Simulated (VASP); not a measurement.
**Sr2Cd: single point with PBE**

Crystal: Sr2Cd.

```
Sr Cd
1.0
     4.45886    0.00000    0.00000
     2.22943   -8.84607    0.00000
     0.00000    0.00000   -4.42121
Sr Cd
4 2
Direct
  0.44100 0.11800 0.75000
  0.55900 0.88200 0.25000
  0.75000 0.50000 0.75000
  0.25000 0.50000 0.25000
  0.10600 0.78800 0.75000
  0.89400 0.21200 0.25000
```

* Program: VASP 6.6.1
* Task: single point
* Functional: PBE
* Potentials or basis: VASP PAW PBE potentials, release 64 (Sr_sv, Cd)
* Cutoff: 520 eV
* k mesh: 4 × 4 × 4
* Occupations: fermi-dirac, width 0.1 eV
* Spin: no spin polarisation

The pressure is 9.6 GPa, the largest force is 0.864 eV/Å and the band gap on the k mesh is zero (bands 32 and 33 overlap by 0.68 eV).

Forces in eV/Å, atoms in the order of the input:
```
Sr   0.000 -0.864  0.000
Sr   0.000  0.864  0.000
Sr   0.000 -0.221  0.000
Sr   0.000  0.221  0.000
Cd   0.000 -0.180  0.000
Cd   0.000  0.180  0.000
```

Stress tensor (GPa, compression positive):
```
 9.00  0.00  0.00
 0.00  5.98  0.00
 0.00  0.00 13.80
```

Levels at points of the mesh, in eV from the Fermi level:
| k point | band 30 | band 31 | band 32 | band 33 | band 34 | band 35 |
| --- | --- | --- | --- | --- | --- | --- |
| (0.00, 0.00, 0.00) | -1.42 | -0.14 | 0.67 | 0.69 | 0.70 | 0.77 |
| (0.50, 0.00, 0.00) | -1.59 | -1.01 | -0.03 | 0.35 | 0.55 | 1.63 |
| (0.00, 0.50, 0.00) | -1.74 | -0.16 | 0.49 | 0.55 | 0.58 | 0.69 |
| (0.00, 0.00, 0.50) | -1.77 | -0.25 | -0.25 | 0.79 | 0.79 | 1.12 |
| (0.50, 0.00, 0.50) | -1.04 | -0.57 | -0.57 | 0.05 | 0.05 | 0.65 |
| (0.00, 0.50, 0.50) | -2.10 | 0.47 | 0.47 | 0.57 | 0.57 | 0.68 |

Run time: 4.6 min on 1 thread of Intel Xeon 8259CL, on a shared host, peak memory 0.36 GiB.

Caveat: the k points lie up to 0.36 Å⁻¹ apart, too coarse for converged energies and pressures of a metal.
